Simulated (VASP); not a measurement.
The system is KBr.

```
K Br
1.0
     0.00000    3.35045    3.35045
     3.35045    0.00000    3.35045
     3.35045    3.35045    0.00000
K Br
1 1
Direct
  0.00000 0.00000 0.00000
  0.50000 0.50000 0.50000
```

- Program: VASP 6.6.1
- Task: relaxation of cell and atoms
- Functional: PBEsol
- Potentials or basis: VASP PAW PBE potentials, release 64 (K_sv, Br)
- Cutoff: 600 eV
- k mesh: 6 × 6 × 6
- Occupations: fermi-dirac, width 0.02 eV
- Spin: no spin polarisation

At the start: pressure -0.8 GPa; volume 37.61 Å³/atom.

Problem. Where does the relaxation end?

Solution. Over 4 steps the energy falls by 6.6 meV/atom and the volume is 35.26 Å³/atom (-6.3 %); space group Fm-3m (No. 225, to 0.1 Å) before and after.

Step by step:
```
step  energy change (eV)  largest force (eV/Å)  pressure (GPa)  volume (Å³)
   1              0.0000                0.0000           -0.84        75.22
   2             -0.0090                0.0000           -0.50        73.09
   3             -0.0131                0.0000           -0.04        70.73
   4             -0.0131                0.0000            0.01        70.52
```

Final structure:
```yaml
crystal:
  lattice:
    - [0.00000, 3.27911, 3.27911]
    - [3.27911, 0.00000, 3.27911]
    - [3.27911, 3.27911, 0.00000]
  atoms:
    - { symbol: K, position: [0.00000, 0.00000, 0.00000] }
    - { symbol: Br, position: [0.50000, 0.50000, 0.50000] }
```

Caveat: the PAW data sets were made with another functional, which shifts forces and pressure a little.
